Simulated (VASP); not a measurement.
# Ta (Im-3m) in VASP: relaxation of cell and atoms with LDA

Aim: the relaxation of cell and atoms of Ta with LDA.

Everything below comes from runs of VASP 6.6.1. Logs are shortened: lines on timing, memory, paths and dates and some standing lists are left out, and cuts for length are marked.

## Step 1: The cell of the first run

The structure is cubic, space group Im-3m (No. 229). The conventional cell has a = 3.253 Å, b = 3.253 Å, c = 3.253 Å, α = 90.00°, β = 90.00°, γ = 90.00°. Ta (site symmetry m-3m) has 14 Ta at 2.82 to 3.25 Å within 3.7 Å.

## Step 2: Relaxation of cell and atoms, LDA

Input file INCAR:

```
SYSTEM = Ta
  PREC = Accurate
  ENCUT = 600
  EDIFF = 1E-6
  ISMEAR = -1
  SIGMA = 0.15
  LREAL = .FALSE.
  LASPH = .TRUE.
  NELM = 60
  ALGO = Normal
  ISIF = 3
  LWAVE = .FALSE.
  LCHARG = .FALSE.
  IBRION = 2
  NSW = 80
  EDIFFG = -0.001
```

Input file KPOINTS:

```
regular mesh
0
G
  18 18 18
  0 0 0
```

Input file POSCAR:

```
Ta
1.0
   -1.6263448625      1.6263448625      1.6263448625
    1.6263448625     -1.6263448625      1.6263448625
    1.6263448625      1.6263448625     -1.6263448625
Ta
1
Direct
    0.0000000000      0.0000000000      0.0000000000
```

Potentials or basis: VASP PAW LDA potentials, release 64 (Ta_pv).

Launch:

```
$ cat potpaw_LDA.64/Ta_pv/POTCAR > POTCAR
$ mpirun -np 1 vasp_std > vasp.out
```

OUTCAR:

```text
SYSTEM = Ta
   PREC = Accurate
   ENCUT = 600
   EDIFF = 1E-6
   ISMEAR = -1
   LREAL = .FALSE.
   LASPH = .TRUE.
   NELM = 60
   ISIF = 3
   IBRION = 2
   NSW = 80
   EDIFFG = -0.001

 ion  position               nearest neighbor table
   1  0.000  0.000  0.000-

  LATTYP: Found a body centered cubic cell.
 ALAT       =     3.2526897250

  Lattice vectors:

 A1 = (  -1.6263448625,   1.6263448625,   1.6263448625)
 A2 = (   1.6263448625,  -1.6263448625,   1.6263448625)
 A3 = (   1.6263448625,   1.6263448625,  -1.6263448625)

Analysis of symmetry for initial positions (statically):
=====================================================================
 Subroutine PRICEL returns:
 Original cell was already a primitive cell.

 Routine SETGRP: Setting up the symmetry group for a
 body centered cubic supercell.

 Subroutine GETGRP returns: Found 48 space group operations
 (whereof 48 operations were pure point group operations)
 out of a pool of 48 trial point group operations.

The static configuration has the point symmetry O_h .

Analysis of symmetry for dynamics (positions and initial velocities):
=====================================================================
 Subroutine PRICEL returns:
 Original cell was already a primitive cell.

 Routine SETGRP: Setting up the symmetry group for a
 body centered cubic supercell.

 Subroutine GETGRP returns: Found 48 space group operations
 (whereof 48 operations were pure point group operations)
 out of a pool of 48 trial point group operations.

The dynamic configuration has the point symmetry O_h .

 Subroutine INISYM returns: Found 48 space group operations
 (whereof 48 operations are pure point group operations),
 and found     1 'primitive' translations

----------------------------------------------------------------------------------------

                                     Primitive cell

  volume of cell :      17.2067

  direct lattice vectors                    reciprocal lattice vectors
    -1.626344863  1.626344863  1.626344863     0.000000000  0.307437870  0.307437870
     1.626344863 -1.626344863  1.626344863     0.307437870  0.000000000  0.307437870
     1.626344863  1.626344863 -1.626344863     0.307437870  0.307437870  0.000000000

  length of vectors
     2.816911932  2.816911932  2.816911932     0.434782805  0.434782805  0.434782805

  position of ions in fractional coordinates (direct lattice)
     0.000000000  0.000000000  0.000000000

  ion indices of the primitive-cell ions
   primitive index   ion index
                 1           1

----------------------------------------------------------------------------------------

 KPOINTS: regular mesh

Automatic generation of k-mesh.
 Grid dimensions read from file:
 generate k-points for:   18   18   18

 Generating k-lattice:

  Cartesian coordinates                     Fractional coordinates (reciprocal lattice)
     0.000000000  0.017079882  0.017079882     0.055555556  0.000000000  0.000000000
     0.017079882  0.000000000  0.017079882     0.000000000  0.055555556  0.000000000
     0.017079882  0.017079882  0.000000000     0.000000000  0.000000000  0.055555556

  Length of vectors
     0.024154600  0.024154600  0.024154600

  Shift w.r.t. Gamma in fractional coordinates (k-lattice)
     0.000000000  0.000000000  0.000000000

 Subroutine IBZKPT returns following result:
 ===========================================

 Found    195 irreducible k-points:

 Following reciprocal coordinates:
            Coordinates               Weight
  0.000000  0.000000  0.000000      1.000000
  0.055556  0.000000  0.000000     12.000000
  0.111111  0.000000  0.000000     12.000000
  0.166667  0.000000  0.000000     12.000000
  0.222222  0.000000  0.000000     12.000000
  0.277778  0.000000  0.000000     12.000000
[... 16 lines left out ...]
  0.333333  0.111111  0.000000     48.000000
  0.388889  0.111111  0.000000     48.000000
 [... further k-points ...]
   k-points           NKPTS =    195   k-points in BZ     NKDIM =    195   number of bands    NBANDS=      9
   number of dos      NEDOS =    301   number of ions     NIONS =      1
   total plane-waves  NPLWV =  13824
   dimension x,y,z NGX =    24 NGY =   24 NGZ =   24
   dimension x,y,z NGXF=    48 NGYF=   48 NGZF=   48
   ions per type =               1
   NGX,Y,Z   is equivalent  to a cutoff of  14.16, 14.16, 14.16 a.u.
   NGXF,Y,Z  is equivalent  to a cutoff of  28.33, 28.33, 28.33 a.u.
 SYSTEM =  Ta
   PREC   = accura    normal or accurate (medium, high low for compatibility)
   ISTART =      0    job   : 0-new  1-cont  2-samecut
   ICHARG =      2    charge: 1-file 2-atom 10-const
   ISPIN  =      1    spin polarized calculation?
   LNONCOLLINEAR =      F non collinear calculations
   LSORBIT =      F    spin-orbit coupling
   LASPH  =      T    aspherical Exc in radial PAW
   ENCUT  =  600.0 eV  44.10 Ry    6.64 a.u.   5.63  5.63  5.63*2*pi/ulx,y,z
   NELM   =     60;   NELMIN=  2; NELMDL= -5     # of ELM steps
   EDIFF  = 0.1E-05   stopping-criterion for ELM
   LREAL  =      F    real-space projection
   EDIFFG = -.1E-02   stopping-criterion for IOM
   NSW    =     80    number of steps for IOM
   IBRION =      2    ionic relax: 0-MD 1-quasi-New 2-CG
   NFREE  =      1    steps in history (QN), initial steepest desc. (CG)
   ISIF   =      3    stress and relaxation
   ISYM   =      2    0-nonsym 1-usesym 2-fastsym
   POTIM  = 0.5000    time-step for ionic-motion
   TEBEG  =    0.0;   TEEND  =   0.0 temperature during run
   PSTRESS=    0.0 pullay stress
   NELECT =      11.0000    total number of electrons
   NUPDOWN=      -1.0000    fix difference up-down
   EMIN   =  10.00;   EMAX   =-10.00  energy-range for DOS
   EFERMI =   0.00;   METHOD = LEGACY
   ISMEAR =    -1;   SIGMA  =   0.15  broadening in eV -4-tet -1-fermi 0-gaus
   EFERMI_NEDOS =   21; number of points for ismear=-14 and -15
   IALGO  =     38    algorithm
   IMIX   =      4    mixing-type and parameters
     AMIX     =   0.40;   BMIX     =  1.00
     AMIX_MAG =   1.60;   BMIX_MAG =  1.00
  volume/ion in A,a.u.               =      17.21       116.12
  Fermi-wavevector in a.u.,A,eV,Ry     =   1.410283  2.665049 27.060621  1.988900
  Thomas-Fermi vector in A             =   2.532253
   LORBIT       =      0    0 simple, 1 ext, 2 COOP (PROOUT), +10 PAW based schemes
   GGA     = CA    functional components
   LHFCALC =     F    Hartree Fock is set to
   AEXX    =    0.0000 exact exchange contribution
   IVDW    =     0    specifies the selected vdW correction
   LEPSILON=     F    determine dielectric tensor
   LRPA    =     F    only Hartree local field effects (RPA)
 conjugate gradient relaxation of ions
 non-spin polarized calculation
  energy-cutoff  :      600.00
  volume of cell :       17.21
 maximum number of plane-waves:       603
   NGX = 11   NGY = 11   NGZ = 11

--------------------------------------- Ionic step        1  -------------------------------------------

 number of electron      10.9999999 magnetization

 Free energy of the ion-electron system (eV)
  ---------------------------------------------------
  ext. energy  EPLUGINS =         0.00000000
  ---------------------------------------------------
  free energy    TOTEN  =       -12.87481895 eV

  energy without entropy =      -12.78510554  energy(sigma->0) =      -12.82996224

------------------------ aborting loop because EDIFF is reached ----------------------------------------

  FORCE on cell =-STRESS in cart. coord.  units (eV):
  Direction    XX          YY          ZZ          XY          YZ          ZX
  --------------------------------------------------------------------------------------
  -------------------------------------------------------------------------------------
  Total        0.1488613      0.1488613      0.1488613      0.0000000      0.0000000     -0.0000000
  in kB       13.8609973     13.8609973     13.8609973      0.0000000      0.0000000     -0.0000000
  external PRESSURE =      13.8609973 kB  Pullay stress =       0.0000000 kB

 VOLUME and BASIS-vectors are now :
 -----------------------------------------------------------------------------
  energy-cutoff  :      600.00
  volume of cell :       17.21
      direct lattice vectors                 reciprocal lattice vectors
    -1.626344863  1.626344863  1.626344863     0.000000000  0.307437870  0.307437870
     1.626344863 -1.626344863  1.626344863     0.307437870  0.000000000  0.307437870
     1.626344863  1.626344863 -1.626344863     0.307437870  0.307437870  0.000000000
[... 36 lines left out ...]
 POSITION                                       TOTAL-FORCE (eV/Angst)
 -----------------------------------------------------------------------------------
      0.00000      0.00000      0.00000        -0.000000     -0.000000      0.000000
 -----------------------------------------------------------------------------------
    total drift:                                0.000000      0.000000      0.000000

  FREE ENERGIE OF THE ION-ELECTRON SYSTEM (eV)
  ---------------------------------------------------
  free  energy   TOTEN  =       -12.8725781565 eV

  energy  without entropy=      -12.7805121177  energy(sigma->0) =      -12.82654514

--------------------------------------- Ionic step        3  -------------------------------------------

 number of electron      11.0000000 magnetization

 Free energy of the ion-electron system (eV)
  ---------------------------------------------------
  ext. energy  EPLUGINS =         0.00000000
  ---------------------------------------------------
  free energy    TOTEN  =       -12.87527303 eV

  energy without entropy =      -12.78487983  energy(sigma->0) =      -12.83007643

 E-fermi :   5.7636     XC(G=0): -12.9968

 val. band max:        5.7605030327   @ k =  -0.3889   0.4444   0.1667
 cond. band min:       5.7655407400   @ k =  -0.2222   0.2222   0.1111
 fundamental gap:      0.0050377074
 Fermi energy:         5.7636256910

 k-point     1 :       0.0000    0.0000    0.0000
  band No.  band energies     occupation
      1     -27.0071      2.00000
      2     -27.0071      2.00000
      3     -27.0071      2.00000
      4      -2.2583      2.00000
      5       6.4021      0.02795
      6       6.4021      0.02795
      7       6.4021      0.02795
      8       9.8019      0.00000
      9       9.8019      0.00000

 k-point     2 :       0.0556    0.0000    0.0000
  band No.  band energies     occupation
      1     -27.0523      2.00000
      2     -27.0207      2.00000
      3     -27.0074      2.00000
      4      -2.1119      2.00000
      5       6.3072      0.05198
      6       6.3769      0.03297
      7       6.5452      0.01086
      8       9.6437      0.00000
      9       9.8018      0.00000
[... 253 lines left out ...]
 k-point    24 :       0.3889    0.1111    0.0000
  band No.  band energies     occupation
      1     -28.2837      2.00000
      2     -27.4819      2.00000
      3     -27.0771      2.00000
      4       1.6083      2.00000
      5       4.1673      1.99995
      6       6.6026      0.00742
      7       9.5737      0.00000
      8      10.9380      0.00000
      9      13.9930      0.00000

 [... further k-points ...]

------------------------ aborting loop because EDIFF is reached ----------------------------------------

  FORCE on cell =-STRESS in cart. coord.  units (eV):
  Direction    XX          YY          ZZ          XY          YZ          ZX
  --------------------------------------------------------------------------------------
  -------------------------------------------------------------------------------------
  Total       -0.0007032     -0.0007032     -0.0007032      0.0000000      0.0000000      0.0000000
  in kB       -0.0650693     -0.0650693     -0.0650693      0.0000000      0.0000000      0.0000000
  external PRESSURE =      -0.0650693 kB  Pullay stress =       0.0000000 kB

 VOLUME and BASIS-vectors are now :
 -----------------------------------------------------------------------------
  energy-cutoff  :      600.00
  volume of cell :       17.31
      direct lattice vectors                 reciprocal lattice vectors
    -1.629745572  1.629745572  1.629745572     0.000000000  0.306796354  0.306796354
     1.629745572 -1.629745572  1.629745572     0.306796354  0.000000000  0.306796354
     1.629745572  1.629745572 -1.629745572     0.306796354  0.306796354  0.000000000

 POSITION                                       TOTAL-FORCE (eV/Angst)
 -----------------------------------------------------------------------------------
      0.00000      0.00000      0.00000         0.000000     -0.000000      0.000000
 -----------------------------------------------------------------------------------
    total drift:                                0.000000      0.000000      0.000000

  FREE ENERGIE OF THE ION-ELECTRON SYSTEM (eV)
  ---------------------------------------------------
  free  energy   TOTEN  =       -12.8752730267 eV

  energy  without entropy=      -12.7848798290  energy(sigma->0) =      -12.83007643

 reached required accuracy - stopping structural energy minimisation
```

Wall time 66 s (1 thread of Intel Xeon 8259CL, shared host); peak memory 0.17 GiB.

What came out:

```yaml
Free_energy: -12.8753 eV
Relaxed_volume: 17.31 Å³/atom
Relaxed_cell: a = 2.823 Å, b = 2.823 Å, c = 2.823 Å, α = 109.47°, β = 109.47°, γ = 109.47°
Space_group_after_relaxing_to_0.1_Å: Im-3m (No. 229)
Energy_gained_by_relaxing: 0.5 meV/atom
Ionic_steps: 3
Pressure_after_relaxing: 0.0 GPa
Band_gap_on_the_k_mesh: zero (an odd number of electrons rules out a gap without spin polarisation)
```

The path:
```
step  energy change (eV)  largest force (eV/Å)  pressure (GPa)  volume (Å³)
   1              0.0000                0.0000            1.39        17.21
   2              0.0022                0.0000           -3.21        17.58
   3             -0.0005                0.0000           -0.01        17.31
```

Final structure:
```xyz
1
Lattice="-1.6297 1.6297 1.6297 1.6297 -1.6297 1.6297 1.6297 1.6297 -1.6297" Properties=species:S:1:pos:R:3 pbc="T T T"
Ta    0.0000    0.0000    0.0000
```

Caveat: spin-orbit coupling is left out, which moves the levels of the heavy elements.
